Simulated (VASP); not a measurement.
Here is a VASP 6.6.1 calculation.

Contents of INCAR:

```
SYSTEM = Sn2As3
PREC = Accurate ; ENCUT = 520
EDIFF = 1E-6 ; ISMEAR = 0
SIGMA = 0.1 ; LREAL = .FALSE.
LASPH = .TRUE. ; NELM = 100
ALGO = Normal ; ISIF = 2
LWAVE = .FALSE. ; LCHARG = .FALSE.
GGA = PE ; NBANDS = 30
```

File KPOINTS:

```
regular mesh
0
G
  6 6 4
  0 0 0
```

Contents of POSCAR:

```
Sn2As3
1.0
    4.0118049435      0.0000000000      0.0000000000
   -2.0059024717      3.4743249961      0.0000000000
    0.0000000000      0.0000000000      9.2742374598
Sn As
2 3
Direct
    0.3333333333      0.6666666667      0.1836282964
    0.6666666667      0.3333333333      0.8163717036
    0.0000000000      0.0000000000      0.0000000000
    0.3333333333      0.6666666667      0.5687509808
    0.6666666667      0.3333333333      0.4312490192
```

Potentials or basis: VASP PAW PBE potentials, release 64 (Sn_d, As).

Launch:

```console
$ cat potpaw_PBE.64/Sn_d/POTCAR potpaw_PBE.64/As/POTCAR > POTCAR
$ mpirun -np 1 vasp_std > vasp.out
```

Predict the largest force.

0.019 eV/Å.

What does it give for the pressure?

-0.1 GPa.

Forces in eV/Å, atoms in the order of the input:
```
Sn   0.000  0.000 -0.019
Sn   0.000  0.000  0.019
As   0.000  0.000  0.000
As   0.000  0.000  0.014
As   0.000  0.000 -0.014
```
